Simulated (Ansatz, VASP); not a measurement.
# One calculation of SrO, two programs

The input INCAR:

```
SYSTEM = SrO
  ALGO = Normal
  EDIFF = 1E-6
  ENCUT = 600
  GGA = PE
  GGA_COMPAT = .False.
  ISIF = 2
  ISMEAR = 0
  LASPH = .True.
  LCHARG = .True.
  LELF = .True.
  LREAL = .False.
  LVHAR = .True.
  LWAVE = .False.
  NBANDS = 15
  NELM = 120
  PREC = Accurate
  SIGMA = 0.1
```

The input KPOINTS:

```
k-points
0
Gamma
  6 6 6
  0 0 0
```

Contents of POSCAR:

```
SrO
1.0
    0.0000000000      2.5837845800      2.5837845800
    2.5837845800      0.0000000000      2.5837845800
    2.5837845800      2.5837845800      0.0000000000
Sr O
1 1
Direct
    0.5000000000      0.5000000000      0.5000000000
    0.0000000000      0.0000000000      0.0000000000
```

Input for Ansatz:

```yaml
crystal:
  lattice:
    - [0.0, 2.58378458, 2.58378458]
    - [2.58378458, 0.0, 2.58378458]
    - [2.58378458, 2.58378458, 0.0]
  atoms:
    - { symbol: Sr, position: [0.5, 0.5, 0.5] }
    - { symbol: O, position: [0.0, 0.0, 0.0] }
basis:
  ecutwfc: 420
kpoints:
  mp_grid: { grid: [6, 6, 6] }
hamiltonian:
  xc: pbe
scf:
  occupations: { method: gaussian, width: 0.1 }
  lower_state_search: "off"
output:
  forces: true
  stress: true
  eigenvalues: true
```

Alike in both runs: task single point; functional PBE; k mesh 6 × 6 × 6; occupations gaussian, width 0.1 eV; no spin polarisation.

|  | VASP | Ansatz |
| --- | --- | --- |
| version | VASP 6.6.1 | Ansatz 0.2.0 |
| potentials or method | VASP PAW PBE potentials, release 64 (Sr_sv, O), cutoff 600 eV | scalar-relativistic, plane waves, PAW |
| valence electrons in the cell | 16 | 16 |

VASP gave:

| Item | Value |
| --- | --- |
| gap on the k mesh at the Fermi level (eV) | 3.27 |
| least direct gap on the mesh (eV) | 3.37 |
| pressure (GPa) | 1.8 |

Problem. What did Ansatz give for the same quantities?

Solution. gap on the k mesh at the Fermi level (eV): 3.32; least direct gap on the mesh (eV): 3.41; pressure (GPa): 1.4.
